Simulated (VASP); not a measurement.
The system is BaY (L10 type).

```xyz
2
Lattice="3.8532 0.0000 0.0000 0.0000 3.8532 0.0000 0.0000 0.0000 5.7795" Properties=species:S:1:pos:R:3 pbc="T T T"
Ba    0.0000    0.0000    0.0000
Y     1.9266    1.9266    2.8897
```

Base run:

```yaml
Program: VASP 6.6.1
Functional: r2SCAN
Potentials_or_basis: VASP PAW PBE potentials, release 64 (Ba_sv, Y_sv)
Cutoff: 520 eV
k_mesh: 11 × 11 × 8
Occupations: fermi-dirac, width 0.03 eV
Spin: no spin polarisation
```

Its results: band gap on the k mesh zero (an odd number of electrons rules out a gap without spin polarisation); pressure 0.6 GPa.

Q: The run is repeated on the same cell with these changes: functional from r2SCAN to PBEsol. What comes out?

A: Band gap on the k mesh zero (an odd number of electrons rules out a gap without spin polarisation); pressure -1.2 GPa.

Caveats: the PAW data sets were made with another functional, which shifts forces and pressure a little; spin-orbit coupling is left out, which moves the levels of the heavy elements.
